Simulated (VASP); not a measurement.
**Al: single point with BLYP**

Al:

```xyz
1
Lattice="0.0000 2.1348 2.1348 2.1348 0.0000 2.1348 2.1348 2.1348 0.0000" Properties=species:S:1:pos:R:3 pbc="T T T"
Al    0.0000    0.0000    0.0000
```

This cell differs from its parent crystal: volume scaled by 1.12.

* Program: VASP 6.6.1
* Task: single point
* Functional: BLYP
* Potentials or basis: VASP PAW PBE potentials, release 64 (Al)
* Cutoff: 520 eV
* k mesh: 22 × 22 × 22
* Occupations: fermi-dirac, width 0.1 eV
* Spin: no spin polarisation

| Item | Value |
| --- | --- |
| Pressure | -4.5 GPa |

Levels at points of the mesh, in eV from the Fermi level:
| k point | band 1 | band 2 | band 3 | band 4 |
| --- | --- | --- | --- | --- |
| (0.00, 0.00, 0.00) | -9.99 | 11.75 | 11.75 | 11.75 |
| (0.50, 0.00, 0.00) | -4.22 | -3.82 | 9.59 | 9.59 |
| (0.50, 0.50, 0.00) | -2.47 | -1.62 | 4.84 | 4.84 |

Run time: 16 s on 1 thread of Intel(R) Xeon(R) 6975P-C (Granite Rapids), with other jobs on the host, peak memory 0.16 GiB.

Caveat: the PAW data sets were made with another functional, which shifts forces and pressure a little.
